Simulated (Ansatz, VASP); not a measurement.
**MnO in VASP and in Ansatz**

The input INCAR:

```
SYSTEM = MnO
PREC = Accurate ; ENCUT = 700
EDIFF = 1E-6 ; ISMEAR = -1
SIGMA = 0.03 ; LREAL = .FALSE.
LASPH = .TRUE. ; NELM = 200
ALGO = Normal ; ISIF = 2
LWAVE = .FALSE. ; LCHARG = .TRUE.
ISPIN = 2 ; MAGMOM = 0.45 0
LORBIT = 11 ; LMAXMIX = 4
LDAU = .TRUE. ; LDAUTYPE = 2
LDAUL = 2 -1 ; LDAUU = 2.7 0
LDAUJ = 0 0 ; LDAUPRINT = 1
GGA = PE ; LELF = .TRUE.
LVHAR = .TRUE. ; NBANDS = 22
GGA_COMPAT = .FALSE.
```

File KPOINTS:

```
regular mesh
0
G
  9 9 9
  0 0 0
```

File POSCAR:

```
MnO
1.0
    0.0000000000      2.2050000000      2.2050000000
    2.2050000000      0.0000000000      2.2050000000
    2.2050000000      2.2050000000      0.0000000000
Mn O
1 1
Direct
    0.0000000000      0.0000000000      0.0000000000
    0.5000000000      0.5000000000      0.5000000000
```

Input for Ansatz:

```yaml
crystal:
  lattice:
    - [0.0, 2.205, 2.205]
    - [2.205, 0.0, 2.205]
    - [2.205, 2.205, 0.0]
  atoms:
    - { symbol: Mn, position: [0.0, 0.0, 0.0], spin: 0.45 }
    - { symbol: O, position: [0.5, 0.5, 0.5] }
magnetization:
  spin_polarized: true
hamiltonian:
  xc: pbe
  pseudopotentials: { kind: paw }
  hubbard: { sites: [{ species: Mn, l: d, u_eff: 2.7 }] }
basis:
  ecutwfc: 420
kpoints:
  mp_grid: { grid: [9, 9, 9] }
scf:
  occupations: { method: fermi_dirac, width: 0.03 }
  lower_state_search: "off"
output:
  forces: true
  stress: true
```

Change from the starting cell: parallel moments scaled by 0.1, free total moment.

Alike in both runs: task single point; functional PBE; k mesh 9 × 9 × 9; occupations fermi-dirac, width 0.03 eV; collinear spin; Hubbard terms Mn d U = 2.7 eV.

```csv
,VASP,Ansatz
version,VASP 6.6.1,Ansatz 0.2.0
potentials or method,"VASP PAW PBE potentials, release 64 (Mn_sv, O), cutoff 700 eV","PAW, plane waves, scalar-relativistic"
valence electrons in the cell,21,21
```

Ansatz gave:

| Quantity | Value |
| --- | --- |
| pressure (GPa) | 12.5 |
| net moment per atom (μB) | 2.50 |
| size of the moment on the site where the two differ most (μB) | 4.23 |

Task: Which values does VASP return?

Result: Pressure (GPa): 10.2; net moment per atom (μB): 2.50; size of the moment on the site where the two differ most (μB): 4.44.

Site moments also hang on the region over which each program counts them. The programs project onto different local orbitals, so the same U acts differently, and such runs can settle in different states. Ansatz's warnings: filled band counts differ across k points.
